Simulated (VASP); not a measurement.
# GaN: single point with PBE

GaN:

```
CELL_PARAMETERS angstrom
0.00000 2.23881 2.23881
2.23881 0.00000 2.23881
2.23881 2.23881 0.00000
ATOMIC_POSITIONS crystal
Ga 0.00000 0.00000 0.00000
N 0.75000 0.75000 0.75000
```

| Quantity | Value |
| --- | --- |
| Program | VASP 6.6.1 |
| Task | single point |
| Functional | PBE |
| Potentials or basis | VASP PAW PBE potentials, release 64 (Ga_d, N) |
| Cutoff | 520 eV |
| k mesh | 10 × 10 × 10 |
| Occupations | gaussian, width 0.01 eV |
| Spin | no spin polarisation |
| Dipole correction | no |
| Further INCAR settings | ALGO = Normal; EDIFF = 1e-06; NBANDS = 16 |

* Pressure: 9.0 GPa
* Band gap on the k mesh: 1.85 eV, direct

Levels at points of the mesh, in eV from the valence-band top:
```csv
k point,band 6,band 7,band 8,band 9,band 10,band 11,band 12,band 13
"(0.00, 0.00, 0.00)",-13.12,0.00,0.00,0.00,1.85,10.43,10.43,10.43
"(0.50, 0.00, 0.00)",-11.87,-7.17,-0.99,-0.99,4.77,8.83,10.47,10.47
"(0.50, 0.50, 0.00)",-11.46,-6.20,-2.77,-2.77,3.36,6.78,11.85,14.17
```

It took 8.6 s on 1 thread of Intel(R) Xeon(R) Platinum 8488C (Sapphire Rapids) (shared host), peak memory 0.14 GiB.

A hybrid or GW would open this gap; PBE tends to underestimate it.
